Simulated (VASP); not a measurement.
# InAs (F-43m) in VASP: notebook

Aim: see how the results for InAs move with the level of theory and the settings. Levels: r2SCAN, PBEsol, LDA. Tasks: single point, relaxation of cell and atoms.

Everything below comes from runs of VASP 6.6.1. Logs are shortened: lines on timing, memory, paths and dates and some standing lists are left out, and cuts for length are marked.

## (1) The cell of the first run

It takes space group F-43m (No. 216, cubic). Conventional cell: a = 6.109 Å, b = 6.109 Å, c = 6.109 Å, α = 90.00°, β = 90.00°, γ = 90.00°. In (site symmetry -43m) has 4 As at 2.65 Å within 3.5 Å. Within 3.5 Å of As (site symmetry -43m) lie 4 In at 2.65 Å.

## (2) Single point, r2SCAN

Contents of POSCAR:

```
InAs
1.0
    0.0000000000      3.0545904655      3.0545904655
    3.0545904655      0.0000000000      3.0545904655
    3.0545904655      3.0545904655      0.0000000000
In As
1 1
Direct
    0.0000000000      0.0000000000      0.0000000000
    0.2500000000      0.2500000000      0.2500000000
```

Contents of INCAR.step1:

```
PREC = Accurate
ENCUT = 520
ISMEAR = -1
SIGMA = 0.02
LREAL = False
LASPH = True
NELM = 100
NBANDS = 16
GGA = PE
ALGO = Normal
EDIFF = 1E-4
LWAVE = True
LCHARG = False
```

Contents of INCAR.step2:

```
PREC = Accurate
ENCUT = 520
EDIFF = 1E-6
ISMEAR = -1
SIGMA = 0.02
LREAL = False
LASPH = True
NELM = 100
ALGO = Normal
ISIF = 2
LWAVE = False
LCHARG = False
METAGGA = R2SCAN
LMIXTAU = True
NBANDS = 16
ISTART = 1
```

Contents of KPOINTS:

```
regular mesh
0
Gamma
  8 8 8
```

Potentials or basis: VASP PAW PBE potentials, release 64 (In_d, As).

On the command line:

```sh
> cat potpaw_PBE.64/In_d/POTCAR potpaw_PBE.64/As/POTCAR > POTCAR
> cp INCAR.step1 INCAR
> mpirun -np 1 vasp_std > vasp.out
> cp INCAR.step2 INCAR
> mpirun -np 1 vasp_std > vasp.out
```

OUTCAR:

```text
PREC = Accurate
   ENCUT = 520
   EDIFF = 1E-6
   ISMEAR = -1
   LREAL = False
   LASPH = True
   NELM = 100
   ISIF = 2
   METAGGA = R2SCAN
   ISTART = 1

 ion  position               nearest neighbor table
   1  0.000  0.000  0.000-   2 2.65   2 2.65   2 2.65   2 2.65
   2  0.250  0.250  0.250-   1 2.65   1 2.65   1 2.65   1 2.65

  LATTYP: Found a face centered cubic cell.
 ALAT       =     6.1091809310

  Lattice vectors:

 A1 = (   0.0000000000,   3.0545904655,   3.0545904655)
 A2 = (   3.0545904655,   0.0000000000,   3.0545904655)
 A3 = (   3.0545904655,   3.0545904655,   0.0000000000)

Analysis of symmetry for initial positions (statically):
=====================================================================
 Subroutine PRICEL returns:
 Original cell was already a primitive cell.

 Routine SETGRP: Setting up the symmetry group for a
 face centered cubic supercell.

 Subroutine GETGRP returns: Found 24 space group operations
 (whereof 24 operations were pure point group operations)
 out of a pool of 48 trial point group operations.

The static configuration has the point symmetry T_d .

Analysis of symmetry for dynamics (positions and initial velocities):
=====================================================================
 Subroutine PRICEL returns:
 Original cell was already a primitive cell.

 Routine SETGRP: Setting up the symmetry group for a
 face centered cubic supercell.

 Subroutine GETGRP returns: Found 24 space group operations
 (whereof 24 operations were pure point group operations)
 out of a pool of 48 trial point group operations.

The dynamic configuration has the point symmetry T_d .

 Subroutine INISYM returns: Found 24 space group operations
 (whereof 24 operations are pure point group operations),
 and found     1 'primitive' translations

----------------------------------------------------------------------------------------

                                     Primitive cell

  volume of cell :      57.0019

  direct lattice vectors                    reciprocal lattice vectors
     0.000000000  3.054590466  3.054590466    -0.163688064  0.163688064  0.163688064
     3.054590466  0.000000000  3.054590466     0.163688064 -0.163688064  0.163688064
     3.054590466  3.054590466  0.000000000     0.163688064  0.163688064 -0.163688064

  length of vectors
     4.319843264  4.319843264  4.319843264     0.283516044  0.283516044  0.283516044

  position of ions in fractional coordinates (direct lattice)
     0.000000000  0.000000000  0.000000000
     0.250000000  0.250000000  0.250000000

  ion indices of the primitive-cell ions
   primitive index   ion index
                 1           1
                 2           2

----------------------------------------------------------------------------------------

 KPOINTS: regular mesh

Automatic generation of k-mesh.
 Grid dimensions read from file:
 generate k-points for:    8    8    8

 Generating k-lattice:

  Cartesian coordinates                     Fractional coordinates (reciprocal lattice)
    -0.020461008  0.020461008  0.020461008     0.125000000  0.000000000  0.000000000
     0.020461008 -0.020461008  0.020461008     0.000000000  0.125000000  0.000000000
     0.020461008  0.020461008 -0.020461008     0.000000000  0.000000000  0.125000000

  Length of vectors
     0.035439505  0.035439505  0.035439505

  Shift w.r.t. Gamma in fractional coordinates (k-lattice)
     0.000000000  0.000000000  0.000000000

 Subroutine IBZKPT returns following result:
 ===========================================

 Found     29 irreducible k-points:

 Following reciprocal coordinates:
            Coordinates               Weight
  0.000000  0.000000  0.000000      1.000000
  0.125000  0.000000  0.000000      8.000000
  0.250000  0.000000  0.000000      8.000000
  0.375000  0.000000  0.000000      8.000000
  0.500000  0.000000  0.000000      4.000000
  0.125000  0.125000  0.000000      6.000000
[... 16 lines left out ...]
  0.500000  0.250000  0.125000     48.000000
 -0.375000  0.250000  0.125000     24.000000
 [... further k-points ...]
   k-points           NKPTS =     29   k-points in BZ     NKDIM =     29   number of bands    NBANDS=     16
   number of dos      NEDOS =    301   number of ions     NIONS =      2
   total plane-waves  NPLWV =  32768
   dimension x,y,z NGX =    32 NGY =   32 NGZ =   32
   dimension x,y,z NGXF=    64 NGYF=   64 NGZF=   64
   ions per type =               1   1
   NGX,Y,Z   is equivalent  to a cutoff of  12.31, 12.31, 12.31 a.u.
   NGXF,Y,Z  is equivalent  to a cutoff of  24.63, 24.63, 24.63 a.u.
 SYSTEM =  unknown system
   PREC   = accura    normal or accurate (medium, high low for compatibility)
   ISTART =      1    job   : 0-new  1-cont  2-samecut
   ICHARG =      0    charge: 1-file 2-atom 10-const
   ISPIN  =      1    spin polarized calculation?
   LNONCOLLINEAR =      F non collinear calculations
   LSORBIT =      F    spin-orbit coupling
   LASPH  =      T    aspherical Exc in radial PAW
   ENCUT  =  520.0 eV  38.22 Ry    6.18 a.u.   8.03  8.03  8.03*2*pi/ulx,y,z
   NELM   =    100;   NELMIN=  2; NELMDL=  0     # of ELM steps
   EDIFF  = 0.1E-05   stopping-criterion for ELM
   LREAL  =      F    real-space projection
   EDIFFG = 0.1E-04   stopping-criterion for IOM
   NSW    =      0    number of steps for IOM
   IBRION =     -1    ionic relax: 0-MD 1-quasi-New 2-CG
   NFREE  =      0    steps in history (QN), initial steepest desc. (CG)
   ISIF   =      2    stress and relaxation
   ISYM   =      2    0-nonsym 1-usesym 2-fastsym
   POTIM  = 0.5000    time-step for ionic-motion
   TEBEG  =    0.0;   TEEND  =   0.0 temperature during run
   PSTRESS=    0.0 pullay stress
   NELECT =      18.0000    total number of electrons
   NUPDOWN=      -1.0000    fix difference up-down
   EMIN   =  10.00;   EMAX   =-10.00  energy-range for DOS
   EFERMI =   0.00;   METHOD = LEGACY
   ISMEAR =    -1;   SIGMA  =   0.02  broadening in eV -4-tet -1-fermi 0-gaus
   EFERMI_NEDOS =   21; number of points for ismear=-14 and -15
   IALGO  =     38    algorithm
   IMIX   =      4    mixing-type and parameters
     AMIX     =   0.40;   BMIX     =  1.00
     AMIX_MAG =   1.60;   BMIX_MAG =  1.00
  volume/ion in A,a.u.               =      28.50       192.33
  Fermi-wavevector in a.u.,A,eV,Ry     =   1.114815  2.106694 16.909480  1.242812
  Thomas-Fermi vector in A             =   2.251413
   LORBIT       =      0    0 simple, 1 ext, 2 COOP (PROOUT), +10 PAW based schemes
   METAGGA = R2SCAN    functional components
   LHFCALC =     F    Hartree Fock is set to
   AEXX    =    0.0000 exact exchange contribution
   IVDW    =     0    specifies the selected vdW correction
   LEPSILON=     F    determine dielectric tensor
   LRPA    =     F    only Hartree local field effects (RPA)
 non-spin polarized calculation
  energy-cutoff  :      520.00
  volume of cell :       57.00
 maximum number of plane-waves:      1572
   NGX = 17   NGY = 17   NGZ = 17

 number of electron      17.9999996 magnetization

 Free energy of the ion-electron system (eV)
  ---------------------------------------------------
  ext. energy  EPLUGINS =         0.00000000
  ---------------------------------------------------
  free energy    TOTEN  =       -38.05880317 eV

  energy without entropy =      -38.05870544  energy(sigma->0) =      -38.05875430

 E-fermi :   4.0195     XC(G=0):  -9.5159

 val. band max:        3.9670583347   @ k =   0.0000   0.0000   0.0000
 cond. band min:       4.0467395185   @ k =   0.0000   0.0000   0.0000
 fundamental gap:      0.0796811839
 Fermi energy:         4.0194648542

 k-point     1 :       0.0000    0.0000    0.0000
  band No.  band energies     occupation
      1     -10.8269      2.00000
      2     -10.8269      2.00000
      3     -10.8269      2.00000
      4     -10.6926      2.00000
      5     -10.6926      2.00000
      6      -8.1331      2.00000
[... 8 lines left out ...]
     15      14.0635      0.00000
     16      14.0635      0.00000

 k-point     2 :       0.1250    0.0000    0.0000
  band No.  band energies     occupation
      1     -10.8464      2.00000
      2     -10.8213      2.00000
      3     -10.8212      2.00000
      4     -10.6927      2.00000
      5     -10.6927      2.00000
      6      -7.9720      2.00000
[... 8 lines left out ...]
     15      13.2173      0.00000
     16      13.2173      0.00000

 k-point     3 :       0.2500    0.0000    0.0000
  band No.  band energies     occupation
      1     -10.8903      2.00000
      2     -10.8088      2.00000
      3     -10.8087      2.00000
      4     -10.6915      2.00000
      5     -10.6915      2.00000
      6      -7.5324      2.00000
[... 8 lines left out ...]
     15      12.9757      0.00000
     16      12.9757      0.00000

 k-point     4 :       0.3750    0.0000    0.0000
  band No.  band energies     occupation
      1     -10.9307      2.00000
      2     -10.7985      2.00000
      3     -10.7984      2.00000
      4     -10.6879      2.00000
      5     -10.6879      2.00000
      6      -6.9767      2.00000
[... 8 lines left out ...]
     15      13.9454      0.00000
     16      13.9454      0.00000
[... 324 lines left out ...]
 k-point    22 :       0.3750    0.2500    0.1250
  band No.  band energies     occupation
      1     -10.9275      2.00000
      2     -10.7938      2.00000
      3     -10.7891      2.00000
      4     -10.7034      2.00000
      5     -10.6834      2.00000
      6      -7.1734      2.00000
[... 8 lines left out ...]
     15      14.5792      0.00000
     16      15.2543      0.00000

 k-point    23 :       0.5000    0.2500    0.1250
  band No.  band energies     occupation
      1     -10.9540      2.00000
      2     -10.7874      2.00000
      3     -10.7781      2.00000
      4     -10.7012      2.00000
      5     -10.6836      2.00000
      6      -6.6773      2.00000
[... 8 lines left out ...]
     15      14.7572      0.00000
     16      15.6042      0.00000

 k-point    24 :      -0.3750    0.2500    0.1250
  band No.  band energies     occupation
      1     -10.9640      2.00000
      2     -10.7860      2.00000
      3     -10.7740      2.00000
      4     -10.6976      2.00000
      5     -10.6855      2.00000
      6      -6.4231      2.00000
[... 8 lines left out ...]
     15      14.8889      0.00000
     16      15.6165      0.00000

 [... further k-points ...]

------------------------ aborting loop because EDIFF is reached ----------------------------------------

  FORCE on cell =-STRESS in cart. coord.  units (eV):
  Direction    XX          YY          ZZ          XY          YZ          ZX
  --------------------------------------------------------------------------------------
  -------------------------------------------------------------------------------------
  Total       -0.0058154     -0.0058154     -0.0058154     -0.0000000      0.0000000     -0.0000000
  in kB       -0.1634561     -0.1634561     -0.1634561     -0.0000000      0.0000000     -0.0000000
  external PRESSURE =      -0.1634561 kB  Pullay stress =       0.0000000 kB

 VOLUME and BASIS-vectors are now :
 -----------------------------------------------------------------------------
  energy-cutoff  :      520.00
  volume of cell :       57.00
      direct lattice vectors                 reciprocal lattice vectors
     0.000000000  3.054590466  3.054590466    -0.163688064  0.163688064  0.163688064
     3.054590466  0.000000000  3.054590466     0.163688064 -0.163688064  0.163688064
     3.054590466  3.054590466  0.000000000     0.163688064  0.163688064 -0.163688064

 POSITION                                       TOTAL-FORCE (eV/Angst)
 -----------------------------------------------------------------------------------
      0.00000      0.00000      0.00000        -0.000000     -0.000000     -0.000000
      1.52730      1.52730      1.52730         0.000000      0.000000      0.000000
 -----------------------------------------------------------------------------------
    total drift:                               -0.000002     -0.000002     -0.000002

  FREE ENERGIE OF THE ION-ELECTRON SYSTEM (eV)
  ---------------------------------------------------
  free  energy   TOTEN  =       -38.0588031658 eV

  energy  without entropy=      -38.0587054352  energy(sigma->0) =      -38.05875430
```

It took 2.3 min on 1 thread of Intel Xeon 8259CL, shared host; peak memory 0.2 GiB.

Results:

```
Free energy            : -38.0588 eV
Pressure               : 0.0 GPa
Band gap on the k mesh : 0.08 eV
```

Caveat: the PAW data sets were made with another functional, which shifts forces and pressure a little; spin-orbit coupling is left out, which moves the levels of the heavy elements.

## (3) Relaxation of cell and atoms, PBEsol

This run uses another cell than the first one, of 29.63 Å³/atom.

Contents of INCAR:

```
  PREC = Accurate
  ENCUT = 600
  EDIFF = 1E-6
  ISMEAR = -1
  SIGMA = 0.02
  LREAL = False
  LASPH = True
  NELM = 60
  ALGO = Normal
  ISIF = 3
  LWAVE = False
  LCHARG = False
  GGA = PS
  IBRION = 2
  NSW = 80
  EDIFFG = -0.005
```

Contents of KPOINTS:

```
Automatic mesh
0
Gamma
  6 6 6
```

Contents of POSCAR:

```
InAs
1.0
    0.0000000000      3.0943470656      3.0943470656
    3.0943470656      0.0000000000      3.0943470656
    3.0943470656      3.0943470656      0.0000000000
In As
1 1
Direct
    0.0000000000      0.0000000000      0.0000000000
    0.2500000000      0.2500000000      0.2500000000
```

Potentials or basis: VASP PAW PBE potentials, release 64 (In_d, As).

On the command line:

```sh
> cat potpaw_PBE.64/In_d/POTCAR potpaw_PBE.64/As/POTCAR > POTCAR
> mpirun -np 1 vasp_std > vasp.out
```

Wall time 68 s (1 thread of Intel Xeon 8259CL, shared host); peak memory 0.22 GiB.

Results (log left out):

```yaml
Free_energy: -8.4718 eV
Relaxed_volume: 28.29 Å³/atom
Relaxed_cell: a = 4.309 Å, b = 4.309 Å, c = 4.309 Å, α = 60.00°, β = 60.00°, γ = 60.00°
Space_group_after_relaxing_to_0.1_Å: F-43m (No. 216)
Energy_gained_by_relaxing: 10.1 meV/atom
Ionic_steps: 3
Pressure_after_relaxing: 0.0 GPa
Band_gap_on_the_k_mesh: zero (filled and empty bands touch)
```

Step by step:
```
step  energy change (eV)  largest force (eV/Å)  pressure (GPa)  volume (Å³)
   1              0.0000                0.0000           -2.32        59.26
   2             -0.0176                0.0000            0.97        55.66
   3             -0.0202                0.0000            0.03        56.58
```

Final structure:
```cif
data_structure
_symmetry_space_group_name_H-M 'P 1'
_symmetry_Int_Tables_number 1
_cell_length_a 4.3091
_cell_length_b 4.3091
_cell_length_c 4.3091
_cell_angle_alpha 60.000
_cell_angle_beta 60.000
_cell_angle_gamma 60.000
_cell_volume 56.58
loop_
_atom_site_label
_atom_site_type_symbol
_atom_site_fract_x
_atom_site_fract_y
_atom_site_fract_z
_atom_site_occupancy
In1 In 0.00000 0.00000 0.00000 1
As1 As 0.25000 0.25000 0.25000 1
```

Levels at points of the mesh, in eV from the Fermi level:
```tsv
k point	band 6	band 7	band 8	band 9	band 10	band 11	band 12	band 13
(0.00, 0.00, 0.00)	-11.76	-0.42	-0.01	-0.01	-0.01	3.83	3.83	3.83
(0.50, 0.00, 0.00)	-10.34	-5.72	-0.98	-0.98	0.81	4.59	4.59	6.67
(0.50, 0.50, 0.00)	-9.82	-5.80	-2.28	-2.28	1.46	1.96	8.91	9.04
```

Caveat: semilocal functionals underestimate gaps, so a narrow gap can read as zero; the PAW data sets were made with another functional, which shifts forces and pressure a little; spin-orbit coupling is left out, which moves the levels of the heavy elements.

## (4) Relaxation of cell and atoms, LDA

This run uses another cell than the first one, of 29.63 Å³/atom.

Contents of INCAR:

```
PREC = Accurate
ENCUT = 600
EDIFF = 1E-7
ISMEAR = -1
SIGMA = 0.02
LREAL = False
LASPH = True
NELM = 60
ALGO = Normal
ISIF = 3
LWAVE = False
LCHARG = False
IBRION = 2
NSW = 80
EDIFFG = -0.005
```

Contents of KPOINTS:

```
regular mesh
0
Gamma
  6 6 6
```

POSCAR is that of step 3.

Potentials or basis: VASP PAW LDA potentials, release 64 (In_d, As).

On the command line:

```sh
> cat potpaw_LDA.64/In_d/POTCAR potpaw_LDA.64/As/POTCAR > POTCAR
> mpirun -np 1 vasp_std > vasp.out
```

Wall time 63 s (1 thread of Intel Xeon 8259CL, shared host); peak memory 0.19 GiB.

The run converged. Its results:

- Free energy: -9.0096 eV
- Relaxed volume: 27.47 Å³/atom
- Relaxed cell: a = 4.267 Å, b = 4.267 Å, c = 4.267 Å, α = 60.00°, β = 60.00°, γ = 60.00°
- Space group after relaxing (to 0.1 Å): F-43m (No. 216)
- Energy gained by relaxing: 27.5 meV/atom
- Ionic steps: 3
- Pressure after relaxing: 0.0 GPa
- Band gap on the k mesh: zero (filled and empty bands touch)

Step by step:
| step | energy change (eV) | largest force (eV/Å) | pressure (GPa) | volume (Å³) |
| --- | --- | --- | --- | --- |
| 1 | 0.0000 | 0.0000 | -3.81 | 59.26 |
| 2 | -0.0466 | 0.0000 | 1.82 | 53.42 |
| 3 | -0.0551 | 0.0000 | -0.01 | 54.94 |

Final structure:
```xyz
2
Lattice="0.0000 3.0174 3.0174 3.0174 0.0000 3.0174 3.0174 3.0174 0.0000" Properties=species:S:1:pos:R:3 pbc="T T T"
In    0.0000    0.0000    0.0000
As    1.5087    1.5087    1.5087
```

Levels at points of the mesh, in eV from the Fermi level:
```tsv
k point	band 6	band 7	band 8	band 9	band 10	band 11	band 12	band 13
(0.00, 0.00, 0.00)	-11.97	-0.38	-0.01	-0.01	-0.01	3.81	3.81	3.81
(0.50, 0.00, 0.00)	-10.47	-5.89	-1.02	-1.02	0.80	4.59	4.59	6.67
(0.50, 0.50, 0.00)	-9.91	-5.96	-2.38	-2.38	1.39	1.94	9.02	9.16
```

Caveat: semilocal functionals underestimate gaps, so a narrow gap can read as zero; spin-orbit coupling is left out, which moves the levels of the heavy elements.

(Part 1 of 2 ends here.)
